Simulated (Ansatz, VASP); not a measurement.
SnO in VASP and in Ansatz

Contents of INCAR:

```
ALGO = Normal ; DIPOL = 0.5 0.5 0.428
EDIFF = 1E-6 ; ENCUT = 520
GGA = PE ; IDIPOL = 3
ISIF = 2 ; ISMEAR = 0
IVDW = 12 ; LASPH = True
LCHARG = False ; LDIPOL = True
LREAL = False ; LWAVE = False
NBANDS = 50 ; NELM = 100
PREC = Accurate ; SIGMA = 0.05
```

The input KPOINTS:

```
k-points
0
Gamma
  7 7 1
```

File POSCAR:

```
SnO
1.0
    3.8205591864     -0.0000144263      0.0000000000
    0.0000145052      3.8205591864      0.0000000000
    0.0000000000      0.0000000000     22.2281054423
Sn O
4 4
Direct
    0.7499972411      0.2500027589      0.2024464033
    0.2499972411      0.7500027589      0.3088006191
    0.2499972411      0.7500027589      0.5472374941
   -0.2500027589      1.2500027589      0.6535917098
    0.2499972411      0.2500027589      0.2556235112
    0.7499972411      0.7500027589      0.2556235112
   -0.2500027589      0.7500027589      0.6004146020
    0.2499972411      1.2500027589      0.6004146020
```

Input for Ansatz:

```yaml
crystal:
  lattice:
    - [3.8205591864, -1.44263e-05, 0.0]
    - [1.45052e-05, 3.8205591864, 0.0]
    - [0.0, 0.0, 22.2281054423]
  atoms:
    - { symbol: Sn, position: [0.7499972411, 0.2500027589, 0.2024464033] }
    - { symbol: O, position: [0.2499972411, 0.2500027589, 0.2556235112] }
    - { symbol: O, position: [0.7499972411, 0.7500027589, 0.2556235112] }
    - { symbol: Sn, position: [0.2499972411, 0.7500027589, 0.3088006191] }
    - { symbol: Sn, position: [0.2499972411, 0.7500027589, 0.5472374941] }
    - { symbol: O, position: [-0.2500027589, 0.7500027589, 0.600414602] }
    - { symbol: O, position: [0.2499972411, 1.2500027589, 0.600414602] }
    - { symbol: Sn, position: [-0.2500027589, 1.2500027589, 0.6535917098] }
basis:
  ecutwfc: 420
kpoints:
  mp_grid: { grid: [7, 7, 1] }
hamiltonian:
  xc: pbe
  dispersion: d3bj
scf:
  occupations: { method: gaussian, width: 0.05 }
output:
  forces: true
  eigenvalues: true
  write_density: true
  write_potential: true
  elf: true
  volumetric_format: npy
efield:
  axis: 3
  dipole_correction: true
  ramp_width: 0.04
```

Alike in both runs: task single point; functional PBE; dispersion D3(BJ); k mesh 7 × 7 × 1; occupations gaussian, width 0.05 eV; no spin polarisation.

|  | VASP | Ansatz |
| --- | --- | --- |
| version | VASP 6.6.1 | Ansatz 0.2.0 |
| potentials or method | VASP PAW PBE potentials, release 64 (Sn_d, O), cutoff 520 eV | scalar-relativistic, plane waves, PAW |
| valence electrons in the cell | 80 | 80 |

Ansatz gave:

```
gap on the k mesh at the Fermi level (eV) : 2.79
least direct gap on the mesh (eV)         : 2.82
rms of the force components (eV/Å)        : 0.010
```

Q: Which values does VASP return?

A: gap on the k mesh at the Fermi level (eV): 2.75; least direct gap on the mesh (eV): 2.78; rms of the force components (eV/Å): 0.041.

Ansatz's warnings: structure snapped to symmetry, vacuum density over bound, xc potential rough in thin density.
